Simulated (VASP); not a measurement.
# HoTeI: relaxation of cell and atoms with PBE

Crystal: HoTeI.

```
Ho Te I
1.0
     5.59768    0.00000    0.00000
    -2.79884    4.84773    0.00000
     0.00000    0.00000    8.38357
Ho Te I
2 2 2
Direct
  0.00000 0.00000 0.50000
  0.00000 0.00000 0.00000
  0.33333 0.66667 0.50000
  0.66667 0.33333 0.50000
  0.33333 0.66667 0.00000
  0.66667 0.33333 0.00000
```

The cell was generated, and may not be a known phase.

- Program: VASP 6.6.1
- Task: relaxation of cell and atoms
- Functional: PBE
- Potentials or basis: VASP PAW PBE potentials, release 64 (Ho_3, Te, I), 4f in core
- Cutoff: 500 eV
- k mesh: 12 × 12 × 6
- Occupations: gaussian, width 0.1 eV
- Spin: no spin polarisation
- Dipole correction: no
- Further INCAR settings: ALGO = Normal; EDIFF = 1e-07; IBRION = 2; EDIFFG = -0.01; NSW = 100; ISIF = 3

* Relaxed volume: 37.74 Å³/atom
* Relaxed cell: a = 5.614 Å, b = 5.614 Å, c = 8.296 Å, α = 90.00°, β = 90.00°, γ = 120.00°
* Space group after relaxing (to 0.1 Å): P6/mmm (No. 191)
* Energy gained by relaxing: 0.6 meV/atom
* Ionic steps: 5
* Pressure after relaxing: 0.0 GPa
* Band gap on the k mesh: zero (bands 22 and 23 overlap by 0.49 eV)

The path:
```
step  energy change (eV)  largest force (eV/Å)  pressure (GPa)  volume (Å³)
   1              0.0000                0.0000            0.22       227.50
   2             -0.0016                0.0000           -0.26       229.18
   3             -0.0022                0.0000           -0.09       228.59
   4             -0.0027                0.0000           -0.07       228.06
   5             -0.0034                0.0000            0.00       226.45
```

Final structure:
```
CELL_PARAMETERS angstrom
5.61424 0.00000 0.00000
-2.80712 4.86208 0.00000
0.00000 0.00000 8.29599
ATOMIC_POSITIONS crystal
Ho 0.00000 0.00000 0.50000
Ho 0.00000 0.00000 0.00000
Te 0.33333 0.66667 0.50000
Te 0.66667 0.33333 0.50000
I 0.33333 0.66667 0.00000
I 0.66667 0.33333 0.00000
```

Levels at points of the mesh, in eV from the Fermi level:
| k point | band 20 | band 21 | band 22 | band 23 | band 24 | band 25 |
| --- | --- | --- | --- | --- | --- | --- |
| (0.00, 0.00, 0.00) | -0.91 | -0.36 | -0.36 | 0.52 | 0.85 | 0.85 |
| (0.50, 0.00, 0.00) | -0.50 | -0.40 | -0.39 | 0.25 | 0.51 | 1.31 |
| (0.00, 0.00, 0.50) | -0.45 | -0.45 | 0.11 | 0.43 | 0.65 | 1.30 |
| (0.50, 0.00, 0.50) | -1.18 | -0.40 | 0.24 | 0.33 | 0.60 | 0.96 |

Wall time 23 min on 1 thread of AMD EPYC 9R45 96-Core Processor (Zen 5), with other jobs on the host, peak memory 0.63 GiB.

Caveat: spin-orbit coupling is left out, which moves the levels of the heavy elements; the 4f electrons are frozen in the core, so they carry no moment and show no levels; the run has no spin polarisation, though such a crystal can be magnetic. Spin polarisation is off, so any magnetic state and its effect on volume and gap are missing.
